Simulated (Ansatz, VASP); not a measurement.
# NaPt2BrO2 in VASP and in Ansatz

```xyz
6
Lattice="3.5491 0.0000 0.0000 -1.7746 3.0736 0.0000 0.0000 0.0000 8.4940" Properties=species:S:1:pos:R:3 pbc="T T T"
Na    1.7746    1.0245    6.4592
Pt    0.0000    2.0491    1.9118
Pt    0.0000    0.0000    4.2285
Br    0.0000    0.0000    0.2067
O     1.7746    1.0245    3.3436
O     0.0000    2.0491    5.0851
```

Change from the starting cell: species swapped into the GeTePb2Se2 type (P3m1, No. 156).

Alike in both runs: functional PBE; k mesh 4 × 4 × 2; occupations gaussian, width 0.15 eV; no spin polarisation.

Ansatz relaxed the structure, and its values are those at the end. VASP's run is a single point on that final structure, the one shown.

|  | VASP | Ansatz |
| --- | --- | --- |
| version | VASP 6.6.1 | Ansatz 0.2.0 |
| potentials or method | VASP PAW PBE potentials, release 64 (Na_pv, Pt, Br, O), cutoff 600 eV | scalar-relativistic, plane waves, PAW |
| valence electrons in the cell | 46 | 64 |

VASP gave:

- gap on the k mesh at the Fermi level (eV): 0.04
- least direct gap on the mesh (eV): 0.21
- pressure (GPa): -0.1
- rms of the force components (eV/Å): 0.021

What did Ansatz give for the same quantities?

gap on the k mesh at the Fermi level (eV): 0.04; least direct gap on the mesh (eV): 0.21; pressure (GPa): 0.0; rms of the force components (eV/Å): 0.014.

VASP's potentials hold 46 valence electrons a cell and Ansatz's 64, so a difference there can come from the potentials and not from the codes.

The k mesh is coarse, so the values compare programs but aren't converged. Spin-orbit coupling is off throughout.
